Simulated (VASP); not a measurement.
Write the native input for VASP 6.6.1 that does the following.

```yaml
Task: single point
Functional: r2SCAN
Dispersion: D3(BJ)
Potentials_or_basis: VASP PAW PBE potentials, release 64 (Mg, B)
Cutoff: 520 eV
k_mesh: 10 × 10 × 8
Occupations: fermi-dirac, width 0.05 eV
Spin: no spin polarisation
Dipole_correction: no
Further_INCAR_settings: ALGO = Normal; EDIFF = 1e-06; NBANDS = 11
```

Crystal: MgB2.

```xyz
3
Lattice="3.0611 0.0000 0.0000 -1.5305 2.6510 0.0000 0.0000 0.0000 3.4721" Properties=species:S:1:pos:R:3 pbc="T T T"
Mg    0.0000    0.0000    0.0000
B     1.5305    0.8837    1.7361
B     0.0000    1.7673    1.7361
```

These files were run (other wordings do the same):

POSCAR

```
MgB2
1.0
    3.0610865115      0.0000000000      0.0000000000
   -1.5305432557      2.6509786821      0.0000000000
    0.0000000000      0.0000000000      3.4721083383
Mg B
1 2
Direct
    0.0000000000      0.0000000000      0.0000000000
    0.6666666667      0.3333333333      0.5000000000
    0.3333333333      0.6666666667      0.5000000000
```

INCAR.step1

```
PREC     = Accurate       # precision mode
ENCUT    = 520            # plane-wave cutoff, eV
ISMEAR   = -1             # smearing method
SIGMA    = 0.05           # smearing width, eV
LREAL    = F              # projectors in reciprocal space
LASPH    = T              # aspherical terms in the spheres
NELM     = 80             # most SCF steps
NBANDS   = 11             # bands
GGA      = PE             # functional
ALGO     = Normal         # electronic algorithm
EDIFF    = 1E-4           # SCF threshold, eV
LWAVE    = T              # write WAVECAR
LCHARG   = F              # write CHGCAR
```

INCAR.step2

```
PREC     = Accurate       # precision mode
ENCUT    = 520            # plane-wave cutoff, eV
EDIFF    = 1E-6           # SCF threshold, eV
ISMEAR   = -1             # smearing method
SIGMA    = 0.05           # smearing width, eV
LREAL    = F              # projectors in reciprocal space
LASPH    = T              # aspherical terms in the spheres
NELM     = 80             # most SCF steps
ALGO     = Normal         # electronic algorithm
ISIF     = 2              # what is computed and relaxed
LWAVE    = F              # write WAVECAR
LCHARG   = F              # write CHGCAR
METAGGA  = R2SCAN         # meta-GGA
LMIXTAU  = T            
IVDW     = 12             # dispersion correction
VDW_S6   = 1.0          
VDW_S8   = 0.78981345   
VDW_A1   = 0.49484001   
VDW_A2   = 5.73083694   
NBANDS   = 11             # bands
ISTART   = 1
```

KPOINTS

```
regular mesh
0
Gamma
  10 10 8
```

Potentials or basis: VASP PAW PBE potentials, release 64 (Mg, B).

Launch:

```console
$ cat potpaw_PBE.64/Mg/POTCAR potpaw_PBE.64/B/POTCAR > POTCAR
$ cp INCAR.step1 INCAR
$ mpirun -np 1 vasp_std > vasp.out
$ cp INCAR.step2 INCAR
$ mpirun -np 1 vasp_std > vasp.out
```

Results of the run:

The pressure is -0.4 GPa and the band gap on the k mesh is zero (band 4 reaches 6.72 eV, above the bottom of band 5 at 4.06 eV). The dispersion energy per atom is -0.137 eV.

Caveat: the PAW data sets were made with another functional, which shifts forces and pressure a little; pairwise dispersion overbinds metals, which lowers pressure and volume.

Run time: 44 s on 1 thread of AMD EPYC 9R45 96-Core Processor (Zen 5), on a shared host, peak memory 0.14 GiB.
